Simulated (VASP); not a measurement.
## Ta9C7 (a cell with a defect): relaxation of the atoms with PBE

Crystal: Ta9C7 (a cell with a defect).

```xyz
16
Lattice="0.0000 4.4754 -4.4754 4.4754 4.4754 0.0000 4.4754 0.0000 -4.4754" Properties=species:S:1:pos:R:3 pbc="T T T"
Ta    2.2377    4.4754   -2.2377
Ta    0.0000    2.2377   -2.2377
Ta    2.2377    6.7131   -4.4754
Ta    0.0000    4.4754   -4.4754
Ta    4.4754    4.4754   -4.4754
Ta    2.2377    2.2377   -4.4754
Ta    4.4754    6.7131   -6.7131
Ta    2.2377    4.4754   -6.7131
Ta    4.4754    4.4754   -2.2377
C     2.2377    2.2377   -2.2377
C     4.4754    6.7131   -4.4754
C     2.2377    4.4754   -4.4754
C     6.7131    4.4754   -4.4754
C     4.4754    2.2377   -4.4754
C     6.7131    6.7131   -6.7131
C     4.4754    4.4754   -6.7131
```

| Item | Value |
| --- | --- |
| Program | VASP 6.6.1 |
| Task | relaxation of the atoms |
| Functional | PBE |
| Potentials or basis | VASP PAW PBE potentials, release 64 (Ta_pv, C) |
| Cutoff | 520 eV |
| k mesh | 1 × 1 × 1 |
| Occupations | gaussian, width 0.1 eV |
| Spin | no spin polarisation |
| Dipole correction | no |
| Further INCAR settings | LREAL = Auto; ALGO = Normal; EDIFF = 1e-06; IBRION = 2; EDIFFG = -0.025; NSW = 65 |

```yaml
Energy_gained_by_relaxing: 352.7 meV/atom
Ionic_steps: 7
Pressure_after_relaxing: 41.2 GPa
```

Step by step:
```csv
step,energy change (eV),largest force (eV/Å),pressure (GPa)
1,0.0000,10.3656,49.72
2,21.4780,31.7471,94.95
3,-5.6362,0.4170,41.31
4,-5.6437,0.0598,41.20
5,-5.6425,0.1752,41.24
6,-5.6392,0.3189,41.15
7,-5.6439,0.0014,41.21
```

Final structure:
```
CELL_PARAMETERS angstrom
0.00000 4.47540 -4.47540
4.47540 4.47540 0.00000
4.47540 0.00000 -4.47540
ATOMIC_POSITIONS crystal
Ta 0.51957 0.48043 0.98043
Ta 0.51957 0.01957 0.98043
Ta 0.00000 0.50000 0.00000
Ta 0.98043 0.01957 0.98043
Ta 0.51957 0.48043 0.51957
Ta 0.50000 0.00000 0.50000
Ta 0.98043 0.48043 0.51957
Ta 0.98043 0.01957 0.51957
Ta 0.25000 0.75000 0.25000
C 0.25000 0.25000 0.25000
C 0.75000 0.75000 0.25000
C 0.75000 0.25000 0.25000
C 0.25000 0.75000 0.75000
C 0.25000 0.25000 0.75000
C 0.75000 0.75000 0.75000
C 0.75000 0.25000 0.75000
```

Levels at points of the mesh, in eV from the Fermi level:
```tsv
k point	band 62	band 63	band 64	band 65	band 66	band 67
(0.00, 0.00, 0.00)	-0.07	-0.07	-0.07	1.59	1.59	1.85
```

Run time: 6.4 min on 1 thread of AMD EPYC 7R13, on a shared host, peak memory 0.3 GiB.

Caveat: the k points lie up to 1.22 Å⁻¹ apart; spin-orbit coupling is left out, which moves the levels of the heavy elements.
